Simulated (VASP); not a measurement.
Crystal: SnO2.

```
CELL_PARAMETERS angstrom
0.00000 2.57415 2.57415
2.57415 0.00000 2.57415
2.57415 2.57415 0.00000
ATOMIC_POSITIONS crystal
Sn 0.00000 0.00000 0.00000
O 0.75000 0.75000 0.75000
O 0.25000 0.25000 0.25000
```

Base run:

```yaml
Program: VASP 6.6.1
Functional: BLYP
Potentials_or_basis: VASP PAW PBE potentials, release 64 (Sn_d, O)
Cutoff: 520 eV
k_mesh: 9 × 9 × 9
Occupations: fermi-dirac, width 0.05 eV
Spin: no spin polarisation
```

Its results: band gap on the k mesh zero (bands 13 and 14 overlap by 0.05 eV); pressure 6.5 GPa.

The run is repeated on the same cell with these changes: functional from BLYP to PBE-based screened hybrid with 25 % exact exchange; k mesh from 9 × 9 × 9 to 5 × 5 × 5. What comes out?

Band gap on the k mesh 1.60 eV (least direct gap 2.84 eV); pressure -12.1 GPa.

Several settings changed at once.

Caveats: some runs use coarse meshes; the PAW data sets were made with another functional, which shifts forces and pressure a little; spin-orbit coupling is left out, which moves the levels of the heavy elements; the cell stands under pressure (at least some runs); semilocal functionals underestimate gaps, so a narrow gap can read as zero (at least some runs); an odd mesh through Γ misses points on the zone boundary, where band edges can lie (at least some runs).
